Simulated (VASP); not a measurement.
# GaP (F-43m) in VASP: further runs

GaP is run at these levels: PBE, HSE06; tasks: relaxation of cell and atoms, single point.

Everything below comes from runs of VASP 6.6.1. Logs are shortened: lines on timing, memory, paths and dates and some standing lists are left out, and cuts for length are marked.

## 1. The cell of the first run

Symmetry: F-43m, No. 216, cubic system. Conventional cell: a = 5.506 Å, b = 5.506 Å, c = 5.506 Å, α = 90.00°, β = 90.00°, γ = 90.00°. Within 3.1 Å of Ga (site symmetry -43m) lie 4 P at 2.38 Å. Within 3.1 Å of P (site symmetry -43m) lie 4 Ga at 2.38 Å.

## 2. Relaxation of cell and atoms, PBE, target pressure 2 GPa, at which the enthalpy is minimised

INCAR

```
SYSTEM = GaP
ALGO = Normal ; EDIFF = 1E-6
EDIFFG = -0.001 ; ENCUT = 600
GGA = PE ; IBRION = 2
ISIF = 3 ; ISMEAR = 0
LASPH = .True. ; LCHARG = .False.
LREAL = .False. ; LWAVE = .False.
NELM = 60 ; NSW = 80
PREC = Accurate ; PSTRESS = 20.0
SIGMA = 0.01
```

KPOINTS

```
k-points
0
Gamma
  8 8 8
  0 0 0
```

POSCAR

```
GaP
1.0
    0.0000000000      2.7530369381      2.7530369381
    2.7530369381      0.0000000000      2.7530369381
    2.7530369381      2.7530369381      0.0000000000
Ga P
1 1
Direct
    0.0000000000      0.0000000000      0.0000000000
    0.7500000000      0.7500000000      0.7500000000
```

Potentials or basis: VASP PAW PBE potentials, release 64 (Ga_d, P).

Started as:

```bash
cat potpaw_PBE.64/Ga_d/POTCAR potpaw_PBE.64/P/POTCAR > POTCAR
mpirun -np 1 vasp_std > vasp.out
```

OUTCAR:

```text
SYSTEM = GaP
   EDIFF = 1E-6
   EDIFFG = -0.001
   ENCUT = 600
   GGA = PE
   IBRION = 2
   ISIF = 3
   ISMEAR = 0
   LASPH = .True.
   LREAL = .False.
   NELM = 60
   NSW = 80
   PREC = Accurate
   PSTRESS = 20.0

 ion  position               nearest neighbor table
   1  0.000  0.000  0.000-   2 2.38   2 2.38   2 2.38   2 2.38
   2  0.750  0.750  0.750-   1 2.38   1 2.38   1 2.38   1 2.38

  LATTYP: Found a face centered cubic cell.
 ALAT       =     5.5060738762

  Lattice vectors:

 A1 = (   0.0000000000,   2.7530369381,   2.7530369381)
 A2 = (   2.7530369381,   0.0000000000,   2.7530369381)
 A3 = (   2.7530369381,   2.7530369381,   0.0000000000)

Analysis of symmetry for initial positions (statically):
=====================================================================
 Subroutine PRICEL returns:
 Original cell was already a primitive cell.

 Routine SETGRP: Setting up the symmetry group for a
 face centered cubic supercell.

 Subroutine GETGRP returns: Found 24 space group operations
 (whereof 24 operations were pure point group operations)
 out of a pool of 48 trial point group operations.

The static configuration has the point symmetry T_d .

Analysis of symmetry for dynamics (positions and initial velocities):
=====================================================================
 Subroutine PRICEL returns:
 Original cell was already a primitive cell.

 Routine SETGRP: Setting up the symmetry group for a
 face centered cubic supercell.

 Subroutine GETGRP returns: Found 24 space group operations
 (whereof 24 operations were pure point group operations)
 out of a pool of 48 trial point group operations.

The dynamic configuration has the point symmetry T_d .

 Subroutine INISYM returns: Found 24 space group operations
 (whereof 24 operations are pure point group operations),
 and found     1 'primitive' translations

----------------------------------------------------------------------------------------

                                     Primitive cell

  volume of cell :      41.7317

  direct lattice vectors                    reciprocal lattice vectors
     0.000000000  2.753036938  2.753036938    -0.181617614  0.181617614  0.181617614
     2.753036938  0.000000000  2.753036938     0.181617614 -0.181617614  0.181617614
     2.753036938  2.753036938  0.000000000     0.181617614  0.181617614 -0.181617614

  length of vectors
     3.893382176  3.893382176  3.893382176     0.314570935  0.314570935  0.314570935

  position of ions in fractional coordinates (direct lattice)
     0.000000000  0.000000000  0.000000000
     0.750000000  0.750000000  0.750000000

  ion indices of the primitive-cell ions
   primitive index   ion index
                 1           1
                 2           2

----------------------------------------------------------------------------------------

 KPOINTS: k-points

Automatic generation of k-mesh.
 Grid dimensions read from file:
 generate k-points for:    8    8    8

 Generating k-lattice:

  Cartesian coordinates                     Fractional coordinates (reciprocal lattice)
    -0.022702202  0.022702202  0.022702202     0.125000000  0.000000000  0.000000000
     0.022702202 -0.022702202  0.022702202     0.000000000  0.125000000  0.000000000
     0.022702202  0.022702202 -0.022702202     0.000000000  0.000000000  0.125000000

  Length of vectors
     0.039321367  0.039321367  0.039321367

  Shift w.r.t. Gamma in fractional coordinates (k-lattice)
     0.000000000  0.000000000  0.000000000

 Subroutine IBZKPT returns following result:
 ===========================================

 Found     29 irreducible k-points:

 Following reciprocal coordinates:
            Coordinates               Weight
  0.000000  0.000000  0.000000      1.000000
  0.125000  0.000000  0.000000      8.000000
  0.250000  0.000000  0.000000      8.000000
  0.375000  0.000000  0.000000      8.000000
  0.500000  0.000000  0.000000      4.000000
  0.125000  0.125000  0.000000      6.000000
[... 16 lines left out ...]
  0.500000  0.250000  0.125000     48.000000
 -0.375000  0.250000  0.125000     24.000000
 [... further k-points ...]
   k-points           NKPTS =     29   k-points in BZ     NKDIM =     29   number of bands    NBANDS=     13
   number of dos      NEDOS =    301   number of ions     NIONS =      2
   total plane-waves  NPLWV =  32768
   dimension x,y,z NGX =    32 NGY =   32 NGZ =   32
   dimension x,y,z NGXF=    64 NGYF=   64 NGZF=   64
   ions per type =               1   1
   NGX,Y,Z   is equivalent  to a cutoff of  13.66, 13.66, 13.66 a.u.
   NGXF,Y,Z  is equivalent  to a cutoff of  27.33, 27.33, 27.33 a.u.
 SYSTEM =  GaP
   PREC   = accura    normal or accurate (medium, high low for compatibility)
   ISTART =      0    job   : 0-new  1-cont  2-samecut
   ICHARG =      2    charge: 1-file 2-atom 10-const
   ISPIN  =      1    spin polarized calculation?
   LNONCOLLINEAR =      F non collinear calculations
   LSORBIT =      F    spin-orbit coupling
   LASPH  =      T    aspherical Exc in radial PAW
   ENCUT  =  600.0 eV  44.10 Ry    6.64 a.u.   7.78  7.78  7.78*2*pi/ulx,y,z
   NELM   =     60;   NELMIN=  2; NELMDL= -5     # of ELM steps
   EDIFF  = 0.1E-05   stopping-criterion for ELM
   LREAL  =      F    real-space projection
   EDIFFG = -.1E-02   stopping-criterion for IOM
   NSW    =     80    number of steps for IOM
   IBRION =      2    ionic relax: 0-MD 1-quasi-New 2-CG
   NFREE  =      1    steps in history (QN), initial steepest desc. (CG)
   ISIF   =      3    stress and relaxation
   ISYM   =      2    0-nonsym 1-usesym 2-fastsym
   POTIM  = 0.5000    time-step for ionic-motion
   TEBEG  =    0.0;   TEEND  =   0.0 temperature during run
   PSTRESS=   20.0 pullay stress
   NELECT =      18.0000    total number of electrons
   NUPDOWN=      -1.0000    fix difference up-down
   EMIN   =  10.00;   EMAX   =-10.00  energy-range for DOS
   EFERMI =   0.00;   METHOD = LEGACY
   ISMEAR =     0;   SIGMA  =   0.01  broadening in eV -4-tet -1-fermi 0-gaus
   EFERMI_NEDOS =   21; number of points for ismear=-14 and -15
   IALGO  =     38    algorithm
   IMIX   =      4    mixing-type and parameters
     AMIX     =   0.40;   BMIX     =  1.00
     AMIX_MAG =   1.60;   BMIX_MAG =  1.00
  volume/ion in A,a.u.               =      20.87       140.81
  Fermi-wavevector in a.u.,A,eV,Ry     =   1.236926  2.337451 20.816714  1.529985
  Thomas-Fermi vector in A             =   2.371514
   LORBIT       =      0    0 simple, 1 ext, 2 COOP (PROOUT), +10 PAW based schemes
   GGA     = PE    functional components
   LHFCALC =     F    Hartree Fock is set to
   AEXX    =    0.0000 exact exchange contribution
   IVDW    =     0    specifies the selected vdW correction
   LEPSILON=     F    determine dielectric tensor
   LRPA    =     F    only Hartree local field effects (RPA)
 conjugate gradient relaxation of ions
 non-spin polarized calculation
 Gauss-broadening in eV      SIGMA  =   0.01
  energy-cutoff  :      600.00
  volume of cell :       41.73
 maximum number of plane-waves:      1411
   NGX = 15   NGY = 15   NGZ = 15

--------------------------------------- Ionic step        1  -------------------------------------------

 number of electron      17.9999991 magnetization

 Free energy of the ion-electron system (eV)
  ---------------------------------------------------
  ext. energy  EPLUGINS =         0.00000000
  ---------------------------------------------------
  free energy    TOTEN  =        -9.12547930 eV

  energy without entropy =       -9.12547930  energy(sigma->0) =       -9.12547930

------------------------ aborting loop because EDIFF is reached ----------------------------------------

  FORCE on cell =-STRESS in cart. coord.  units (eV):
  Direction    XX          YY          ZZ          XY          YZ          ZX
  --------------------------------------------------------------------------------------
  -------------------------------------------------------------------------------------
  Total       -0.0191533     -0.0191533     -0.0191533     -0.0000000      0.0000000      0.0000000
  in kB       -0.7353409     -0.7353409     -0.7353409     -0.0000000      0.0000000      0.0000000
  external PRESSURE =     -20.7353409 kB  Pullay stress =      20.0000000 kB
[... 93 lines left out ...]
  FREE ENERGIE OF THE ION-ELECTRON SYSTEM (eV)
  ---------------------------------------------------
  free  energy   TOTEN  =        -9.1193563482 eV

  energy  without entropy=       -9.1193563482  energy(sigma->0) =       -9.11935635

  enthalpy is  TOTEN    =        -8.6112554067 eV   P V=        0.5081009414

[... ionic steps 4 to 46 ...]

--------------------------------------- Ionic step       47  -------------------------------------------

 number of electron      18.0000001 magnetization

------------------------ aborting loop because EDIFF is reached ----------------------------------------

  FORCE on cell =-STRESS in cart. coord.  units (eV):
  Direction    XX          YY          ZZ          XY          YZ          ZX
  --------------------------------------------------------------------------------------
  -------------------------------------------------------------------------------------
  Total        0.4996367      0.4996367      0.4996367     -0.0000000      0.0000000      0.0000000
  in kB       19.6693756     19.6693756     19.6693756     -0.0000000      0.0000000      0.0000000
  external PRESSURE =      -0.3306244 kB  Pullay stress =      20.0000000 kB
[... 61 lines left out ...]
  enthalpy is  TOTEN    =        -8.6112557047 eV   P V=        0.5080291980

--------------------------------------- Ionic step       49  -------------------------------------------

 number of electron      18.0000001 magnetization

 Free energy of the ion-electron system (eV)
  ---------------------------------------------------
  ext. energy  EPLUGINS =         0.00000000
  ---------------------------------------------------
  free energy    TOTEN  =        -9.11928793 eV

  energy without entropy =       -9.11928793  energy(sigma->0) =       -9.11928793

 E-fermi :   4.6965     XC(G=0):  -9.8084

 val. band max:        4.5978675813   @ k =   0.0000   0.0000   0.0000
 cond. band min:       6.2479747856   @ k =   0.3750   0.3750   0.0000
 fundamental gap:      1.6501072044
 Fermi energy:         4.6964929874

 k-point     1 :       0.0000    0.0000    0.0000
  band No.  band energies     occupation
      1      -9.9451      2.00000
      2      -9.9451      2.00000
      3      -9.9451      2.00000
      4      -9.8470      2.00000
      5      -9.8470      2.00000
      6      -7.8536      2.00000
      7       4.5979      2.00000
      8       4.5979      2.00000
      9       4.5979      2.00000
     10       6.3800      0.00000
     11       8.4885      0.00000
     12       8.4885      0.00000
     13       8.4885      0.00000
[... 353 lines left out ...]
 k-point    24 :      -0.3750    0.2500    0.1250
  band No.  band energies     occupation
      1     -10.0314      2.00000
      2      -9.9147      2.00000
      3      -9.9029      2.00000
      4      -9.8520      2.00000
      5      -9.8398      2.00000
      6      -5.4024      2.00000
      7      -1.7920      2.00000
      8       1.4253      2.00000
      9       2.6792      2.00000
     10       8.0392      0.00000
     11       8.9035      0.00000
     12      11.0415      0.00000
     13      12.5124      0.00000

 [... further k-points ...]
[... 5 lines left out ...]
  --------------------------------------------------------------------------------------
  -------------------------------------------------------------------------------------
  Total        0.5085289      0.5085289      0.5085289      0.0000000      0.0000000     -0.0000000
  in kB       20.0195561     20.0195561     20.0195561      0.0000000      0.0000000     -0.0000000
  external PRESSURE =       0.0195561 kB  Pullay stress =      20.0000000 kB
[... 17 lines left out ...]
  FREE ENERGIE OF THE ION-ELECTRON SYSTEM (eV)
  ---------------------------------------------------
  free  energy   TOTEN  =        -9.1192879295 eV

  energy  without entropy=       -9.1192879295  energy(sigma->0) =       -9.11928793

  enthalpy is  TOTEN    =        -8.6112557358 eV   P V=        0.5080321936

 reached required accuracy - stopping structural energy minimisation
```

Run time: 4.8 min. Hardware: 1 thread of Intel Xeon 8259CL, shared host; peak memory 0.19 GiB.

Results:

```
Free energy                                                : -9.1193 eV
Relaxed volume                                             : 20.35 Å³/atom
Relaxed cell                                               : a = 3.861 Å, b = 3.861 Å, c = 3.861 Å, α = 60.00°, β = 60.00°, γ = 60.00°
Space group after relaxing (to 0.1 Å)                      : F-43m (No. 216)
Energy change on relaxing (the run minimises the enthalpy) : +3.1 meV/atom
Ionic steps                                                : 49
Pressure after relaxing                                    : 2.0 GPa
Band gap on the k mesh                                     : 1.65 eV (least direct gap 1.78 eV)
```

The path:
```
step  energy change (eV)  largest force (eV/Å)  pressure (GPa)  volume (Å³)
   1              0.0000                0.0000           -0.07        41.73
   3              0.0061                0.0000            1.96        40.70
   5              0.0055                0.0000            1.87        40.75
   7              0.0060                0.0000            1.94        40.71
   9              0.0061                0.0000            2.01        40.71
  11              0.0063                0.0000            2.10        40.69
  13              0.0062                0.0000            2.07        40.70
  15              0.0061                0.0000            1.98        40.70
  17              0.0062                0.0000            1.99        40.70
  19              0.0062                0.0000            1.98        40.70
  21              0.0062                0.0000            1.95        40.70
  23              0.0062                0.0000            2.01        40.69
  25              0.0062                0.0000            2.01        40.69
  27              0.0062                0.0000            2.01        40.69
  29              0.0062                0.0000            2.01        40.69
  31              0.0062                0.0000            2.01        40.69
  33              0.0062                0.0000            2.01        40.69
  35              0.0062                0.0000            2.01        40.69
  37              0.0062                0.0000            2.01        40.69
  39              0.0062                0.0000            2.01        40.69
  41              0.0062                0.0000            2.01        40.69
  43              0.0062                0.0000            2.01        40.69
  45              0.0062                0.0000            2.01        40.70
  47              0.0062                0.0000            1.97        40.70
  49              0.0062                0.0000            2.00        40.70
```

Final structure:
```
Ga P
1.0
     0.00000    2.73011    2.73011
     2.73011    0.00000    2.73011
     2.73011    2.73011    0.00000
Ga P
1 1
Direct
  0.00000 0.00000 0.00000
  0.75000 0.75000 0.75000
```

Caveat: the cell is relaxed towards a set pressure, so the run minimises the enthalpy, not the energy.

## 3. Single point, HSE06

POSCAR

```
GaP
1.0
    0.0000000000      2.7525368139      2.7525368139
    2.7525368139      0.0000000000      2.7525368139
    2.7525368139      2.7525368139      0.0000000000
Ga P
1 1
Direct
    0.0000000000      0.0000000000      0.0000000000
    0.2500000000      0.2500000000      0.2500000000
```

INCAR.step1

```
SYSTEM = GaP
PREC = Accurate
ENCUT = 520
EDIFF = 1E-5
ISMEAR = 0
SIGMA = 0.02
LREAL = .FALSE.
LASPH = .TRUE.
NELM = 60
ALGO = Normal
ISIF = 2
LWAVE = .TRUE.
GGA = PE
NBANDS = 16
```

INCAR.step2

```
SYSTEM = GaP
PREC = Accurate
ENCUT = 520
EDIFF = 1E-6
ISMEAR = 0
SIGMA = 0.02
LREAL = .FALSE.
LASPH = .TRUE.
NELM = 60
ALGO = Normal
ISIF = 2
LWAVE = .FALSE.
LCHARG = .TRUE.
GGA = PE
LHFCALC = .TRUE.
HFSCREEN = 0.2079
PRECFOCK = Normal
LELF = .TRUE.
LVHAR = .TRUE.
ISTART = 1
NBANDS = 16
```

KPOINTS

```
Automatic mesh
0
G
  6 6 6
  0 0 0
```

Potentials or basis: VASP PAW PBE potentials, release 64 (Ga_d, P).

Started as:

```bash
cat potpaw_PBE.64/Ga_d/POTCAR potpaw_PBE.64/P/POTCAR > POTCAR
cp INCAR.step1 INCAR
mpirun -np 1 vasp_std > vasp.out
cp INCAR.step2 INCAR
mpirun -np 1 vasp_std > vasp.out
```

Wall time 47 min (1 thread of AMD EPYC 7R43 (Zen 3), shared host); peak memory 0.26 GiB.

The run converged. Its results:

- Free energy: -10.7744 eV
- Pressure: -2.0 GPa
- Band gap on the k mesh: 2.35 eV (least direct gap 2.52 eV)

Levels at points of the mesh, in eV from the valence-band top:
```csv
k point,band 7,band 8,band 9,band 10,band 11,band 12
"(0.00, 0.00, 0.00)",0.00,0.00,0.00,2.52,4.77,4.77
"(0.50, 0.00, 0.00)",-7.05,-1.17,-1.17,2.40,5.62,5.62
"(0.50, 0.50, 0.00)",-7.18,-2.81,-2.81,2.35,2.59,11.82
```

Caveat: the PAW data sets were made with another functional, which shifts forces and pressure a little. A k mesh can miss the band edges.

## 4. Single point, PBE

This run uses another cell than the first one, of 18.98 Å³/atom.

INCAR

```
SYSTEM = GaP
ALGO = Normal
EDIFF = 1E-7
ENCUT = 520
GGA = PE
ISIF = 2
ISMEAR = 0
LASPH = .TRUE.
LCHARG = .FALSE.
LREAL = .FALSE.
LWAVE = .FALSE.
NBANDS = 16
NELM = 100
PREC = Accurate
SIGMA = 0.01
```

KPOINTS

```
k-points
0
G
  8 8 8
  0 0 0
```

POSCAR

```
GaP
1.0
    0.0000000000      2.6675376284      2.6675376284
    2.6675376284      0.0000000000      2.6675376284
    2.6675376284      2.6675376284      0.0000000000
Ga P
1 1
Direct
    0.0000000000      0.0000000000      0.0000000000
    0.7500000000      0.7500000000      0.7500000000
```

Started as:

```bash
cat potpaw_PBE.64/Ga_d/POTCAR potpaw_PBE.64/P/POTCAR > POTCAR
mpirun -np 1 vasp_std > vasp.out
```

It took 18 s on 1 thread of Intel Xeon 8259CL, shared host; peak memory 0.16 GiB.

Results (log left out):

* Free energy: -9.0292 eV
* Pressure: 8.9 GPa
* Band gap on the k mesh: 1.51 eV (least direct gap 2.37 eV)

Levels at points of the mesh, in eV from the valence-band top:
```tsv
k point	band 5	band 6	band 7	band 8	band 9	band 10	band 11	band 12	band 13	band 14
(0.00, 0.00, 0.00)	-14.56	-12.99	0.00	0.00	0.00	2.37	3.86	3.86	3.86	9.09
(0.50, 0.00, 0.00)	-14.55	-10.71	-7.02	-1.22	-1.22	1.87	4.70	4.70	8.39	11.37
(0.50, 0.50, 0.00)	-14.53	-9.72	-7.07	-2.91	-2.91	1.51	1.75	11.08	11.08	11.81
```

Caveat: the cell stands under pressure. A k mesh can miss the band edges.

(Continued in part 2 of 2.)
